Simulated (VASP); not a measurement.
A run of VASP 6.6.1 is set up as follows.

The input INCAR:

```
PREC     = Accurate       # precision mode
ENCUT    = 520            # plane-wave cutoff, eV
EDIFF    = 1E-7           # SCF threshold, eV
ISMEAR   = -1             # smearing method
SIGMA    = 0.05           # smearing width, eV
LREAL    = Auto         
LASPH    = True           # aspherical terms in the spheres
NELM     = 60             # most SCF steps
ALGO     = Normal         # electronic algorithm
ISIF     = 2              # what is computed and relaxed
LWAVE    = False          # write WAVECAR
LCHARG   = True           # write CHGCAR
GGA      = PE             # functional
IVDW     = 12             # dispersion correction
LELF     = True           # ELF
LVHAR    = True         
NBANDS   = 79             # bands
```

KPOINTS

```
Automatic mesh
0
Gamma
  2 2 3
```

Contents of POSCAR:

```
Si7O16
1.0
   -4.1560000000     -4.1560000000      0.0000000000
    4.1560000000     -4.1560000000      0.0000000000
    0.0000000000      0.0000000000      5.3202000000
Si O
7 16
Direct
    0.5006872953      0.5008128482     -0.0020891564
    0.0006890053      0.5007873555      0.2481853299
    0.0006983679      0.5007998058      0.7476047572
    0.0006917486      0.0007942119     -0.0021036091
    0.5006951411      0.0007963504      0.2500635637
    0.0006996190      0.0007806519      0.4978862759
    0.5006947759      0.0007815214      0.7457210880
    0.1946705604      0.5007990339     -0.0020948588
    0.0006866778      0.1949245016      0.2465815484
    0.8067227993      0.5008050919     -0.0021096911
    0.0006869172      0.8066461376      0.2465781826
    0.1875266627      0.5007822059      0.4979084852
    0.0006801786      0.1949310330      0.7491984703
    0.8138265767      0.5007817018      0.4978969477
    0.0006847013      0.8066597217      0.7491985018
    0.6998425894      0.0007980296     -0.0021189741
    0.5007023292      0.7066671036      0.2321016540
    0.3015452789      0.0007966334     -0.0021057083
    0.5006988495      0.2949349944      0.2320761498
    0.6971453224      0.0008058689      0.4978922159
    0.5006826478      0.7066444914      0.7636898235
    0.3042344370      0.0008108493      0.4978925819
    0.5006796187      0.2949264568      0.7637228218
```

Potentials or basis: VASP PAW PBE potentials, release 64 (Si, O).

Command:

```console
$ cat potpaw_PBE.64/Si/POTCAR potpaw_PBE.64/O/POTCAR > POTCAR
$ mpirun -np 1 vasp_std > vasp.out
```

Problem. Estimate the largest force.

Solution. 0.058 eV/Å.

Problem. What does it give for the band gap on the k mesh?

Solution. Zero (bands 62 and 63 overlap by 0.15 eV).

Forces on the atoms (eV/Å):
```
Si  -0.001  0.000  0.000
Si   0.000  0.001 -0.056
Si   0.000  0.003  0.058
Si   0.001  0.000 -0.001
Si   0.000  0.001  0.013
Si   0.002  0.000  0.002
Si   0.000  0.002 -0.013
O   -0.011 -0.011 -0.001
O    0.012 -0.014 -0.001
O    0.011  0.012 -0.001
O   -0.010  0.009  0.000
O   -0.030 -0.034  0.001
O    0.010 -0.012  0.000
O    0.029  0.027  0.001
O   -0.014  0.013 -0.001
O   -0.005 -0.004  0.000
O   -0.006  0.007  0.010
O    0.005  0.006 -0.001
O    0.005 -0.006  0.009
O   -0.010 -0.010 -0.002
O   -0.006  0.005 -0.008
O    0.010  0.010 -0.002
O    0.005 -0.006 -0.007
```

Caveat: the k points lie up to 0.53 Å⁻¹ apart.
